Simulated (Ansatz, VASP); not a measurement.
**CdS in VASP and in Ansatz**

INCAR

```
SYSTEM = CdS
  PREC = Accurate
  ENCUT = 520
  EDIFF = 1E-7
  ISMEAR = -1
  SIGMA = 0.02
  LREAL = .False.
  LASPH = .True.
  NELM = 80
  ALGO = Normal
  ISIF = 2
  LWAVE = .False.
  LCHARG = .False.
  GGA = PE
  NBANDS = 16
```

The input KPOINTS:

```
regular mesh
0
Gamma
  8 8 8
  0 0 0
```

Contents of POSCAR:

```
CdS
1.0
    0.0000000000      2.9392148400      2.9750732610
    2.9392148400      0.0000000000      2.9750732610
    2.9392148400      2.9392148400      0.0000000000
Cd S
1 1
Direct
    0.0000000000      0.0000000000      0.0000000000
    0.2500000000      0.2500000000      0.2500000000
```

Input for Ansatz:

```yaml
crystal:
  lattice:
    - [0.0, 2.93921484, 2.975073261]
    - [2.93921484, 0.0, 2.975073261]
    - [2.93921484, 2.93921484, 0.0]
  atoms:
    - { symbol: Cd, position: [0.0, 0.0, 0.0] }
    - { symbol: S, position: [0.25, 0.25, 0.25] }
kpoints:
  mp_grid: { grid: [8, 8, 8] }
  band_path:
    path:
      - [0.0, 0.0, 0.0]
      - [-0.5, -0.5, 0.0]
      - [-0.375, -0.375, 0.25]
      - [-0.375, 0.0, 0.375]
      - [0.0, 0.0, 0.5]
      - [-0.5, -0.25, 0.25]
    npoints: 1
hamiltonian:
  xc: pbe
scf:
  occupations: { method: fermi_dirac, width: 0.02 }
  n_extra_bands: 4
output:
  forces: true
  stress: true
  eigenvalues: true
```

Change from the starting cell: uniaxial_z strain +1.2%.

Alike in both runs: task single point; functional PBE; k mesh 8 × 8 × 8; occupations fermi-dirac, width 0.02 eV; no spin polarisation.

|  | VASP | Ansatz |
| --- | --- | --- |
| version | VASP 6.6.1 | Ansatz 0.2.0 |
| potentials or method | VASP PAW PBE potentials, release 64 (Cd, S) | plane waves, PAW |
| plane-wave cutoff (eV) | 520 | 420 |
| valence electrons in the cell | 18 | 26 |

Ansatz gave:

- gap on the k mesh at the Fermi level (eV): 1.06
- pressure (GPa): 0.7
- traceless stress, the component that is largest in VASP (GPa): -0.16

What did VASP give for the same quantities?

gap on the k mesh at the Fermi level (eV): 1.06; pressure (GPa): 1.0; traceless stress, the component that is largest in VASP (GPa): -0.15.

VASP's potentials hold 18 valence electrons a cell and Ansatz's 26, so a difference there can come from the potentials and not from the codes.
